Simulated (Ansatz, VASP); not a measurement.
## One calculation of Mn, two programs

The input INCAR:

```
ALGO     = Normal         # electronic algorithm
EDIFF    = 1E-7           # SCF threshold, eV
ENCUT    = 520            # plane-wave cutoff, eV
GGA      = PE             # functional
ISIF     = 2              # what is computed and relaxed
ISMEAR   = -1             # smearing method
LASPH    = True           # aspherical terms in the spheres
LCHARG   = False          # write CHGCAR
LREAL    = False          # projectors in reciprocal space
LWAVE    = False          # write WAVECAR
NBANDS   = 20             # bands
NELM     = 60             # most SCF steps
PREC     = Accurate       # precision mode
SIGMA    = 0.05           # smearing width, eV
```

KPOINTS

```
k-points
0
Gamma
  15 15 8
```

The input POSCAR:

```
Mn
1.0
    2.2665267663      0.0000000000      0.0000000000
   -1.1332633832      1.9628697580      0.0000000000
    0.0000000000      0.0000000000      3.6742271552
Mn
2
Direct
    0.6666666667      0.3333333333      0.7500000000
    0.3333333333      0.6666666667      0.2500000000
```

Input for Ansatz:

```yaml
crystal:
  lattice:
    - [2.2665267663, 0.0, 0.0]
    - [-1.1332633832, 1.962869758, 0.0]
    - [0.0, 0.0, 3.6742271552]
  atoms:
    - { symbol: Mn, position: [0.6666666667, 0.3333333333, 0.75] }
    - { symbol: Mn, position: [0.3333333333, 0.6666666667, 0.25] }
kpoints:
  mp_grid: { grid: [15, 15, 8] }
scf:
  occupations: { method: fermi_dirac, width: 0.05 }
  lower_state_search: "off"
hamiltonian:
  xc: pbe
  pseudopotentials: { kind: paw }
output:
  forces: true
  stress: true
  eigenvalues: true
  write_density: true
  write_potential: true
  elf: true
  volumetric_format: npy
```

Change from the starting cell: volume scaled by 0.76, no spin polarisation, PAW files.

Alike in both runs: task single point; functional PBE; k mesh 15 × 15 × 8; occupations fermi-dirac, width 0.05 eV; no spin polarisation.

```csv
,VASP,Ansatz
version,VASP 6.6.1,Ansatz 0.2.0
potentials or method,"VASP PAW PBE potentials, release 64 (Mn_pv)","PAW with Ansatz's default frozen-core files, scalar-relativistic"
plane-wave cutoff (eV),520,420
valence electrons in the cell,26,30
```

```tsv
	VASP	Ansatz	Ansatz less VASP
pressure (GPa)	137.1	135.5	-1.54
traceless stress, the component that is largest in VASP (GPa)	-2.10	-2.10	+0.002
```

Both programs put the cell under a high pressure, so it lies far from rest at this level. VASP's potentials hold 26 valence electrons a cell and Ansatz's 30, so a difference there can come from the potentials and not from the codes.

Noted on VASP's run: the cell as given lies far from equilibrium.
